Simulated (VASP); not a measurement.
# Ga16HO24 (a cell with a defect) (H interstitial hop between voids) in VASP: further runs, part 2 of 2

VASP 6.6.1. Earlier steps stand in the parts before.

## (3) Single point, PBE

The input, INCAR:

```
PREC = Accurate ; ENCUT = 520
EDIFF = 1E-6 ; ISMEAR = -1
SIGMA = 0.01 ; LREAL = Auto
LASPH = True ; NELM = 80
ALGO = Normal ; ISIF = 2
LWAVE = False ; LCHARG = False
GGA = PE ; NELECT = 354.0
NBANDS = 202
```

The input, KPOINTS:

```
Automatic mesh
0
Gamma
  1 1 1
```

The input, POSCAR:

```
Ga16HO24
1.0
    2.5289754500      1.4601046700      4.5413080100
   -5.0579508900      2.9202093400      9.0826160100
    0.0000000000     -5.8404185800      9.0826160400
Ga O H
16 24 1
Direct
    0.8572301767      0.4357507852      0.4273704467
    0.6266705488      0.3362012542      0.3343295709
    0.1772165071      0.0480817630      0.0606695322
    0.3524206825      0.1806971388      0.1729786218
    0.8548181752      0.4256451330      0.9342260024
    0.6397007751      0.3281648224      0.8121108108
    0.1356389301      0.0700090871      0.5723078200
    0.3475413892      0.1765939726      0.6775512953
    0.8408760279      0.9184709247      0.4345505983
    0.6252930141      0.8254397428      0.3196808706
    0.1406201623      0.5685102526      0.0765200472
    0.3544292269      0.6764920989      0.1794561983
    0.8667418280      0.9254104886      0.9238105230
    0.6451806893      0.8212733208      0.8168235366
    0.1357623580      0.5675204708      0.5809097047
    0.3530130664      0.6752080937      0.6848204377
    0.7594786491      0.2068930445      0.0663423893
    0.4328793023      0.0212914539      0.3781808723
    0.0492597656      0.3684693225      0.2335936975
    0.2418171371      0.2898975564      0.4681426246
    0.8997644715      0.1361737736      0.2900431209
    0.5482198652      0.4790180120      0.1264570763
    0.7391873661      0.2169708101      0.5411465065
    0.4627389642      0.0168349757      0.8694628487
    0.0448350531      0.3655382958      0.7372768162
    0.2589949089      0.2811428575      0.9678762912
    0.9425290986      0.1299014098      0.7750758591
    0.5457807379      0.4825570948      0.6201645807
    0.7482612884      0.7154226103      0.0382149990
    0.4416618880      0.5273762300      0.3833717648
    0.0466349829      0.8687551189      0.2312053067
    0.2376346075      0.7870436418      0.4670900821
    0.9435926496      0.6334582354      0.2711347942
    0.5421871219      0.9821514737      0.1173049236
    0.7454009246      0.7119773831      0.5398678762
    0.4501113265      0.5150151813      0.8859580391
    0.0507432130      0.8686326608      0.7294759020
    0.2531491708      0.7843279076      0.9646394160
    0.9493189665      0.6257362773      0.7753308972
    0.5416050383      0.9785193556      0.6198970772
   -0.1984096709      0.1753565491      0.2102633448
```

Potentials or basis: VASP PAW PBE potentials, release 64 (Ga_d, O, H).

Launch:

```sh
$ cat potpaw_PBE.64/Ga_d/POTCAR potpaw_PBE.64/O/POTCAR potpaw_PBE.64/H/POTCAR > POTCAR
$ mpirun -np 1 vasp_gam > vasp.out
```

OUTCAR:

```text
PREC = Accurate
   ENCUT = 520
   EDIFF = 1E-6
   ISMEAR = -1
   LREAL = Auto
   LASPH = True
   NELM = 80
   ISIF = 2
   GGA = PE
   NELECT = 354.0

 ion  position               nearest neighbor table
   1  0.857  0.436  0.427-  20 1.89  28 1.93  33 1.95  19 2.10  30 2.10  23 2.25   2 2.80
   2  0.627  0.336  0.334-  20 1.91  30 1.96  21 1.97  22 2.01  19 2.05  23 2.11   1 2.80  12 2.87
[... 488 lines left out ...]
  -------------------------------------------------------------------------------------
  Total       37.1961986     43.3922524     31.4338523     -3.3740911     -2.3702542     -5.0842956
  in kB      148.0772503    172.7436047    125.1374762    -13.4321826     -9.4359300    -20.2404693
  external PRESSURE =     148.6527771 kB  Pullay stress =       0.0000000 kB

 VOLUME and BASIS-vectors are now :
 -----------------------------------------------------------------------------
  energy-cutoff  :      520.00
  volume of cell :      402.46
      direct lattice vectors                 reciprocal lattice vectors
     2.528975450  1.460104670  4.541308010     0.197708523  0.114147069  0.073400291
    -5.057950890  2.920209340  9.082616010    -0.098854261  0.057073535  0.036700146
     0.000000000 -5.840418580  9.082616040    -0.000000000 -0.114147069  0.036700146

 POSITION                                       TOTAL-FORCE (eV/Angst)
 -----------------------------------------------------------------------------------
     -0.03609      0.02811     11.73235         0.004987     -0.022355     -0.012466
     -0.11565     -0.05584      8.93608         0.021856     -0.004117     -0.037412
      0.20498      0.04483      1.79254        -0.017886      0.005785      0.023066
     -0.02269      0.03198      4.81275        -0.000463     -0.019544      0.006175
      0.00892     -2.96517     16.23318         0.005721      0.007187      0.007017
     -0.04205     -2.85073     13.26176         0.016014     -0.016833      0.008711
[... 33 lines left out ...]
     -3.57960      0.02782     16.97740         0.004760     -0.002365      0.011816
      1.14026      0.45446      7.14271        -0.199788      0.047831     -0.154472
 -----------------------------------------------------------------------------------
    total drift:                                0.020520      0.006413     -0.006387

  FREE ENERGIE OF THE ION-ELECTRON SYSTEM (eV)
  ---------------------------------------------------
  free  energy   TOTEN  =      -231.3960295554 eV

  energy  without entropy=     -231.3960295554  energy(sigma->0) =     -231.39602956
```

OSZICAR:

```text
N       E                     dE             d eps       ncg     rms          rms(c)
DAV:   1     0.924080520271E+04    0.92408E+04   -0.15116E+05   516   0.369E+03
DAV:   2     0.259529452668E+04   -0.66455E+04   -0.62023E+04   404   0.110E+03
DAV:   3     0.172499924349E+03   -0.24228E+04   -0.22919E+04   524   0.395E+02
DAV:   4    -0.236204866344E+03   -0.40870E+03   -0.40007E+03   504   0.167E+02
DAV:   5    -0.265418531850E+03   -0.29214E+02   -0.28767E+02   504   0.489E+01    0.334E+01
DAV:   6    -0.230386517238E+03    0.35032E+02   -0.13284E+02   744   0.632E+01    0.886E+00
DAV:   7    -0.231487390889E+03   -0.11009E+01   -0.17751E+01   456   0.124E+01    0.621E+00
DAV:   8    -0.231437784062E+03    0.49607E-01   -0.24756E+00   600   0.142E+01    0.163E+00
DAV:   9    -0.231383328943E+03    0.54455E-01   -0.52773E-01   536   0.747E+00    0.521E-01
DAV:  10    -0.231393963338E+03   -0.10634E-01   -0.17777E-01   656   0.186E+00    0.351E-01
DAV:  11    -0.231395094019E+03   -0.11307E-02   -0.26637E-02   456   0.107E+00    0.191E-01
DAV:  12    -0.231395712809E+03   -0.61879E-03   -0.85202E-03   600   0.106E+00    0.616E-02
DAV:  13    -0.231395946951E+03   -0.23414E-03   -0.26813E-03   480   0.505E-01    0.485E-02
DAV:  14    -0.231396031739E+03   -0.84788E-04   -0.14592E-03   648   0.166E-01    0.270E-02
DAV:  15    -0.231396026527E+03    0.52125E-05   -0.25472E-04   544   0.142E-01    0.173E-02
DAV:  16    -0.231396028952E+03   -0.24247E-05   -0.55100E-05   480   0.494E-02    0.134E-02
DAV:  17    -0.231396030100E+03   -0.11486E-05   -0.48353E-05   576   0.375E-02    0.457E-03
DAV:  18    -0.231396029555E+03    0.54469E-06   -0.40189E-06   360   0.355E-02
   1 F= -.23139603E+03 E0= -.23139603E+03  d E =-.107727E-12
```

Run time: 5.2 min. Hardware: 1 thread of Intel Xeon Platinum 8488C (Sapphire Rapids), shared host; peak memory 0.55 GiB.

Results:

- Free energy: -231.3960 eV
- Largest force: 0.257 eV/Å

Forces on the atoms (eV/Å):
```
Ga   0.005 -0.022 -0.012
Ga   0.022 -0.004 -0.037
Ga  -0.018  0.006  0.023
Ga   0.000 -0.020  0.006
Ga   0.006  0.007  0.007
Ga   0.016 -0.017  0.009
Ga  -0.006  0.002  0.007
Ga   0.005  0.002  0.024
Ga  -0.008  0.025  0.043
Ga   0.023 -0.015  0.012
Ga   0.001  0.006 -0.003
Ga   0.002  0.001  0.013
Ga  -0.001 -0.009  0.016
Ga   0.010 -0.007  0.000
Ga  -0.007  0.019 -0.007
Ga  -0.001  0.012  0.007
O   -0.012  0.025 -0.017
O    0.008 -0.005  0.010
O   -0.003 -0.001 -0.008
O    0.008 -0.022 -0.012
O    0.084 -0.014  0.062
O    0.010  0.011 -0.009
O    0.006  0.010  0.009
O   -0.003 -0.002  0.012
O    0.005  0.007  0.009
O    0.005 -0.016 -0.020
O    0.003 -0.005 -0.002
O    0.002  0.003 -0.001
O   -0.007  0.012 -0.003
O   -0.006 -0.006 -0.003
O    0.003 -0.009  0.004
O    0.013 -0.012  0.000
O    0.004 -0.001  0.001
O    0.019  0.001  0.016
O   -0.008  0.013 -0.008
O    0.001 -0.003 -0.002
O    0.008  0.000  0.001
O    0.008 -0.011  0.002
O   -0.001 -0.004 -0.001
O    0.005 -0.002  0.012
H   -0.200  0.048 -0.154
```

Levels at points of the mesh, in eV from the Fermi level:
```csv
k point,band 173,band 174,band 175,band 176,band 177,band 178,band 179,band 180,band 181,band 182
"(0.00, 0.00, 0.00)",-2.70,-2.68,-2.63,-2.60,-0.29,3.11,3.23,3.35,3.46,3.56
```

Caveat: the k points lie up to 1.51 Å⁻¹ apart; the cell carries a net charge on a neutralising background, which shifts energy and pressure; the cell is charged against a uniform background, so pressure and absolute levels hang on convention.
